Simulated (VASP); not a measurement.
# Zn (Fm-3m) in VASP: notebook

Runs on Zn. Level: PBE. Tasks: single point.

Program: VASP 6.6.1. These are calculated values, not measurements. Logs are shortened: lines on timing, memory, paths and dates and some standing lists are left out, and cuts for length are marked.

### Step 1. The cell of the first run

It takes space group Fm-3m (No. 225, cubic). Conventional cell: a = 3.980 Å, b = 3.980 Å, c = 3.980 Å, α = 90.00°, β = 90.00°, γ = 90.00°. Zn (site symmetry m-3m) has 12 Zn at 2.81 Å within 3.7 Å.

### Step 2. Single point, PBE

INCAR reads:

```
SYSTEM = Zn
PREC = Accurate
ENCUT = 520
EDIFF = 1E-6
ISMEAR = -1
SIGMA = 0.06122561905347299
LREAL = .FALSE.
LASPH = .TRUE.
NELM = 100
ALGO = Normal
ISIF = 2
LWAVE = .FALSE.
LCHARG = .FALSE.
GGA = PE
NBANDS = 12
```

KPOINTS reads:

```
regular mesh
0
G
  24 24 24
  0 0 0
```

POSCAR reads:

```
Zn
1.0
    0.0000000000      1.9898975966      1.9898975966
    1.9898975966      0.0000000000      1.9898975966
    1.9898975966      1.9898975966      0.0000000000
Zn
1
Direct
    0.0000000000      0.0000000000      0.0000000000
```

Potentials or basis: VASP PAW PBE potentials, release 64 (Zn).

Launch:

```
> cat potpaw_PBE.64/Zn/POTCAR > POTCAR
> mpirun -np 1 vasp_std > vasp.out
```

OUTCAR:

```text
SYSTEM = Zn
   PREC = Accurate
   ENCUT = 520
   EDIFF = 1E-6
   ISMEAR = -1
   LREAL = .FALSE.
   LASPH = .TRUE.
   NELM = 100
   ISIF = 2
   GGA = PE

 ion  position               nearest neighbor table
   1  0.000  0.000  0.000-

  LATTYP: Found a face centered cubic cell.
 ALAT       =     3.9797951932

  Lattice vectors:

 A1 = (   0.0000000000,   1.9898975966,   1.9898975966)
 A2 = (   1.9898975966,   0.0000000000,   1.9898975966)
 A3 = (   1.9898975966,   1.9898975966,   0.0000000000)

Analysis of symmetry for initial positions (statically):
=====================================================================
 Subroutine PRICEL returns:
 Original cell was already a primitive cell.

 Routine SETGRP: Setting up the symmetry group for a
 face centered cubic supercell.

 Subroutine GETGRP returns: Found 48 space group operations
 (whereof 48 operations were pure point group operations)
 out of a pool of 48 trial point group operations.

The static configuration has the point symmetry O_h .

Analysis of symmetry for dynamics (positions and initial velocities):
=====================================================================
 Subroutine PRICEL returns:
 Original cell was already a primitive cell.

 Routine SETGRP: Setting up the symmetry group for a
 face centered cubic supercell.

 Subroutine GETGRP returns: Found 48 space group operations
 (whereof 48 operations were pure point group operations)
 out of a pool of 48 trial point group operations.

The dynamic configuration has the point symmetry O_h .

 Subroutine INISYM returns: Found 48 space group operations
 (whereof 48 operations are pure point group operations),
 and found     1 'primitive' translations

----------------------------------------------------------------------------------------

                                     Primitive cell

  volume of cell :      15.7588

  direct lattice vectors                    reciprocal lattice vectors
     0.000000000  1.989897597  1.989897597    -0.251269211  0.251269211  0.251269211
     1.989897597  0.000000000  1.989897597     0.251269211 -0.251269211  0.251269211
     1.989897597  1.989897597  0.000000000     0.251269211  0.251269211 -0.251269211

  length of vectors
     2.814140169  2.814140169  2.814140169     0.435211041  0.435211041  0.435211041

  position of ions in fractional coordinates (direct lattice)
     0.000000000  0.000000000  0.000000000

  ion indices of the primitive-cell ions
   primitive index   ion index
                 1           1

----------------------------------------------------------------------------------------

 KPOINTS: regular mesh

Automatic generation of k-mesh.
 Grid dimensions read from file:
 generate k-points for:   24   24   24

 Generating k-lattice:

  Cartesian coordinates                     Fractional coordinates (reciprocal lattice)
    -0.010469550  0.010469550  0.010469550     0.041666667  0.000000000  0.000000000
     0.010469550 -0.010469550  0.010469550     0.000000000  0.041666667  0.000000000
     0.010469550  0.010469550 -0.010469550     0.000000000  0.000000000  0.041666667

  Length of vectors
     0.018133793  0.018133793  0.018133793

  Shift w.r.t. Gamma in fractional coordinates (k-lattice)
     0.000000000  0.000000000  0.000000000

 Subroutine IBZKPT returns following result:
 ===========================================

 Found    413 irreducible k-points:

 Following reciprocal coordinates:
            Coordinates               Weight
  0.000000  0.000000  0.000000      1.000000
  0.041667  0.000000  0.000000      8.000000
  0.083333  0.000000  0.000000      8.000000
  0.125000  0.000000  0.000000      8.000000
  0.166667  0.000000  0.000000      8.000000
  0.208333  0.000000  0.000000      8.000000
[... 16 lines left out ...]
  0.416667  0.041667  0.000000     24.000000
  0.458333  0.041667  0.000000     24.000000
 [... further k-points ...]
   k-points           NKPTS =    413   k-points in BZ     NKDIM =    413   number of bands    NBANDS=     12
   number of dos      NEDOS =    301   number of ions     NIONS =      1
   total plane-waves  NPLWV =  13824
   dimension x,y,z NGX =    24 NGY =   24 NGZ =   24
   dimension x,y,z NGXF=    48 NGYF=   48 NGZF=   48
   ions per type =               1
   NGX,Y,Z   is equivalent  to a cutoff of  14.18, 14.18, 14.18 a.u.
   NGXF,Y,Z  is equivalent  to a cutoff of  28.36, 28.36, 28.36 a.u.
 SYSTEM =  Zn
   PREC   = accura    normal or accurate (medium, high low for compatibility)
   ISTART =      0    job   : 0-new  1-cont  2-samecut
   ICHARG =      2    charge: 1-file 2-atom 10-const
   ISPIN  =      1    spin polarized calculation?
   LNONCOLLINEAR =      F non collinear calculations
   LSORBIT =      F    spin-orbit coupling
   LASPH  =      T    aspherical Exc in radial PAW
   ENCUT  =  520.0 eV  38.22 Ry    6.18 a.u.   5.23  5.23  5.23*2*pi/ulx,y,z
   NELM   =    100;   NELMIN=  2; NELMDL= -5     # of ELM steps
   EDIFF  = 0.1E-05   stopping-criterion for ELM
   LREAL  =      F    real-space projection
   EDIFFG = 0.1E-04   stopping-criterion for IOM
   NSW    =      0    number of steps for IOM
   IBRION =     -1    ionic relax: 0-MD 1-quasi-New 2-CG
   NFREE  =      0    steps in history (QN), initial steepest desc. (CG)
   ISIF   =      2    stress and relaxation
   ISYM   =      2    0-nonsym 1-usesym 2-fastsym
   POTIM  = 0.5000    time-step for ionic-motion
   TEBEG  =    0.0;   TEEND  =   0.0 temperature during run
   PSTRESS=    0.0 pullay stress
   NELECT =      12.0000    total number of electrons
   NUPDOWN=      -1.0000    fix difference up-down
   EMIN   =  10.00;   EMAX   =-10.00  energy-range for DOS
   EFERMI =   0.00;   METHOD = LEGACY
   ISMEAR =    -1;   SIGMA  =   0.06  broadening in eV -4-tet -1-fermi 0-gaus
   EFERMI_NEDOS =   21; number of points for ismear=-14 and -15
   IALGO  =     38    algorithm
   IMIX   =      4    mixing-type and parameters
     AMIX     =   0.40;   BMIX     =  1.00
     AMIX_MAG =   1.60;   BMIX_MAG =  1.00
  volume/ion in A,a.u.               =      15.76       106.35
  Fermi-wavevector in a.u.,A,eV,Ry     =   1.494954  2.825054 30.407493  2.234888
  Thomas-Fermi vector in A             =   2.607161
   LORBIT       =      0    0 simple, 1 ext, 2 COOP (PROOUT), +10 PAW based schemes
   GGA     = PE    functional components
   LHFCALC =     F    Hartree Fock is set to
   AEXX    =    0.0000 exact exchange contribution
   IVDW    =     0    specifies the selected vdW correction
   LEPSILON=     F    determine dielectric tensor
   LRPA    =     F    only Hartree local field effects (RPA)
 non-spin polarized calculation
  energy-cutoff  :      520.00
  volume of cell :       15.76
 maximum number of plane-waves:       444
 NGX is ok and might be reduce to    24
   NGX = 11   NGY = 11   NGZ = 11

 number of electron      11.9999995 magnetization

 Free energy of the ion-electron system (eV)
  ---------------------------------------------------
  ext. energy  EPLUGINS =         0.00000000
  ---------------------------------------------------
  free energy    TOTEN  =        -1.08402746 eV

  energy without entropy =       -1.08049026  energy(sigma->0) =       -1.08225886

 E-fermi :   2.7861     XC(G=0): -11.3786

 val. band max:        2.7646096943   @ k =  -0.4167   0.0833   0.0000
 cond. band min:       2.7904345828   @ k =  -0.3750   0.5000   0.1250
 fundamental gap:      0.0258248885
 Fermi energy:         2.7860816805

 k-point     1 :       0.0000    0.0000    0.0000
  band No.  band energies     occupation
      1      -7.2366      2.00000
      2      -4.7053      2.00000
      3      -4.7053      2.00000
      4      -4.7053      2.00000
      5      -4.3524      2.00000
      6      -4.3524      2.00000
      7      20.5615      0.00000
      8      20.5615      0.00000
      9      20.5615      0.00000
     10      21.4245      0.00000
     11      23.3937      0.00000
     12      23.3937      0.00000

 k-point     2 :       0.0417    0.0000    0.0000
  band No.  band energies     occupation
      1      -7.1855      2.00000
      2      -4.7094      2.00000
      3      -4.6996      2.00000
      4      -4.6996      2.00000
      5      -4.3541      2.00000
      6      -4.3541      2.00000
      7      19.5311      0.00000
      8      20.3856      0.00000
      9      20.3856      0.00000
     10      21.2171      0.00000
     11      23.6554      0.00000
     12      23.6554      0.00000

 k-point     3 :       0.0833    0.0000    0.0000
  band No.  band energies     occupation
      1      -7.0332      2.00000
      2      -4.7200      2.00000
      3      -4.6837      2.00000
      4      -4.6837      2.00000
      5      -4.3581      2.00000
      6      -4.3581      2.00000
      7      17.6244      0.00000
      8      19.9868      0.00000
      9      19.9868      0.00000
     10      21.1182      0.00000
     11      24.3093      0.00000
     12      24.3093      0.00000
[... 286 lines left out ...]
 k-point    23 :       0.4167    0.0417    0.0000
  band No.  band energies     occupation
      1      -5.3495      2.00000
      2      -4.6987      2.00000
      3      -4.6797      2.00000
      4      -4.1775      2.00000
      5      -4.1146      2.00000
      6      -1.9160      2.00000
      7       4.0223      0.00000
      8      17.0162      0.00000
      9      17.6793      0.00000
     10      19.4016      0.00000
     11      22.3959      0.00000
     12      22.5748      0.00000

 k-point    24 :       0.4583    0.0417    0.0000
  band No.  band energies     occupation
      1      -5.3562      2.00000
      2      -4.7104      2.00000
      3      -4.6924      2.00000
      4      -4.1381      2.00000
      5      -4.0928      2.00000
      6      -0.9098      2.00000
      7       2.6437      1.82186
      8      17.1096      0.00000
      9      17.3801      0.00000
     10      19.2979      0.00000
     11      22.1224      0.00000
     12      22.3542      0.00000

 [... further k-points ...]

------------------------ aborting loop because EDIFF is reached ----------------------------------------

  FORCE on cell =-STRESS in cart. coord.  units (eV):
  Direction    XX          YY          ZZ          XY          YZ          ZX
  --------------------------------------------------------------------------------------
  -------------------------------------------------------------------------------------
  Total       -0.2036014     -0.2036014     -0.2036014     -0.0000000     -0.0000000      0.0000000
  in kB      -20.6999487    -20.6999487    -20.6999487     -0.0000000     -0.0000000      0.0000000
  external PRESSURE =     -20.6999487 kB  Pullay stress =       0.0000000 kB

 VOLUME and BASIS-vectors are now :
 -----------------------------------------------------------------------------
  energy-cutoff  :      520.00
  volume of cell :       15.76
      direct lattice vectors                 reciprocal lattice vectors
     0.000000000  1.989897597  1.989897597    -0.251269211  0.251269211  0.251269211
     1.989897597  0.000000000  1.989897597     0.251269211 -0.251269211  0.251269211
     1.989897597  1.989897597  0.000000000     0.251269211  0.251269211 -0.251269211

 POSITION                                       TOTAL-FORCE (eV/Angst)
 -----------------------------------------------------------------------------------
      0.00000      0.00000      0.00000         0.000000     -0.000000      0.000000
 -----------------------------------------------------------------------------------
    total drift:                               -0.000000      0.000000      0.000000

  FREE ENERGIE OF THE ION-ELECTRON SYSTEM (eV)
  ---------------------------------------------------
  free  energy   TOTEN  =        -1.0840274611 eV

  energy  without entropy=       -1.0804902606  energy(sigma->0) =       -1.08225886
```

It took 89 s on 1 thread of Intel Xeon 8259CL, shared host; peak memory 0.2 GiB.

What came out:

```
Free energy            : -1.0840 eV
Pressure               : -2.1 GPa
Band gap on the k mesh : zero (band 6 reaches 5.05 eV, above the bottom of band 7 at 1.38 eV)
```

(Part 1 of 2 ends here.)
